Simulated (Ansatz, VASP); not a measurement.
**Two plane-wave programs on KI**

File POSCAR:

```
KI
1.0
    0.0000000000      3.5793790091      3.5793790091
    3.5793790091      0.0000000000      3.5793790091
    3.5793790091      3.5793790091      0.0000000000
K I
1 1
Direct
    0.0000000000      0.0000000000      0.0000000000
    0.5000000000      0.5000000000      0.5000000000
```

Contents of INCAR.step1:

```
PREC = Accurate
ENCUT = 520
ISMEAR = 0
SIGMA = 0.01
LREAL = False
LASPH = True
NELM = 60
NBANDS = 15
GGA = PE
ALGO = Normal
EDIFF = 1E-4
LWAVE = True
LCHARG = False
```

INCAR.step2

```
PREC = Accurate
ENCUT = 520
EDIFF = 1E-6
ISMEAR = 0
SIGMA = 0.01
LREAL = False
LASPH = True
NELM = 60
ALGO = Normal
ISIF = 2
LWAVE = False
LCHARG = True
METAGGA = R2SCAN
LMIXTAU = True
LELF = True
LVHAR = True
NBANDS = 15
ISTART = 1
```

Contents of KPOINTS:

```
Automatic mesh
0
Gamma
  6 6 6
```

Input for Ansatz:

```yaml
crystal:
  lattice:
    - [0.0, 3.5793790091, 3.5793790091]
    - [3.5793790091, 0.0, 3.5793790091]
    - [3.5793790091, 3.5793790091, 0.0]
  atoms:
    - { symbol: K, position: [0.0, 0.0, 0.0] }
    - { symbol: I, position: [0.5, 0.5, 0.5] }
kpoints:
  mp_grid: { grid: [6, 6, 6] }
hamiltonian:
  xc: r2scan
scf:
  occupations: { method: fixed }
  n_extra_bands: 4
output:
  forces: true
  stress: true
  eigenvalues: true
```

Alike in both runs: task single point; functional r2SCAN; k mesh 6 × 6 × 6; no spin polarisation.

```csv
,VASP,Ansatz
version,VASP 6.6.1,Ansatz 0.2.0
potentials or method,"VASP PAW PBE potentials, release 64 (K_sv, I)","plane waves, PAW"
plane-wave cutoff (eV),520,500
occupations,"gaussian, width 0.01 eV",fixed
valence electrons in the cell,16,26
```

|  | VASP | Ansatz | Ansatz less VASP |
| --- | --- | --- | --- |
| gap on the k mesh at the Fermi level (eV) | 4.51 | 4.51 | +0.003 |
| pressure (GPa) | -0.3 | -0.3 | 0.00 |

VASP's potentials were made for PBE, not for r2SCAN. VASP's potentials hold 16 valence electrons a cell and Ansatz's 26, so a difference there can come from the potentials and not from the codes.

Neither program's run includes spin-orbit coupling.
